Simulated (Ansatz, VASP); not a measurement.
## One calculation of KCl, two programs

The input INCAR:

```
SYSTEM = KCl
PREC = Accurate ; ENCUT = 520
EDIFF = 1E-6 ; ISMEAR = 0
SIGMA = 0.05 ; LREAL = .False.
LASPH = .True. ; NELM = 80
ALGO = Normal ; ISIF = 2
LWAVE = .False. ; LCHARG = .False.
GGA = PE ; NBANDS = 15
```

Contents of KPOINTS:

```
regular mesh
0
Gamma
  6 6 6
  0 0 0
```

Contents of POSCAR:

```
KCl
1.0
    0.0000000000      3.1561000000      3.1561000000
    3.1561000000      0.0000000000      3.1561000000
    3.1561000000      3.1561000000      0.0000000000
K Cl
1 1
Direct
   -0.0396058427     -0.0396058427      0.0396058427
    0.5000000000      0.5000000000      0.5000000000
```

Input for Ansatz:

```yaml
crystal:
  lattice:
    - [0.0, 3.1561, 3.1561]
    - [3.1561, 0.0, 3.1561]
    - [3.1561, 3.1561, 0.0]
  atoms:
    - { symbol: K, position: [-0.0396058427, -0.0396058427, 0.0396058427] }
    - { symbol: Cl, position: [0.5, 0.5, 0.5] }
basis:
  ecutwfc: 420
kpoints:
  mp_grid: { grid: [6, 6, 6] }
hamiltonian:
  xc: pbe
scf:
  occupations: { method: gaussian, width: 0.05 }
output:
  forces: true
  stress: true
  eigenvalues: true
```

Change from the starting cell: all K atoms moved -0.250 Å, as atom 1 along Cartesian [0 0 1].

Alike in both runs: task single point; functional PBE; k mesh 6 × 6 × 6; occupations gaussian, width 0.05 eV; no spin polarisation.

|  | VASP | Ansatz |
| --- | --- | --- |
| version | VASP 6.6.1 | Ansatz 0.2.0 |
| potentials or method | VASP PAW PBE potentials, release 64 (K_sv, Cl), cutoff 520 eV | scalar-relativistic, plane waves, PAW |
| valence electrons in the cell | 16 | 16 |

```tsv
	VASP	Ansatz	Ansatz less VASP
gap on the k mesh at the Fermi level (eV)	5.17	5.17	+0.003
least direct gap on the mesh (eV)	5.17	5.17	+0.003
pressure (GPa)	1.0	1.0	-0.02
traceless stress, the component that is largest in VASP (GPa)	1.10	1.08	-0.019
rms of the force components (eV/Å)	0.227	0.223	-0.0041
```

Atom by atom the forces differ by 0.004 eV/Å (rms over components).
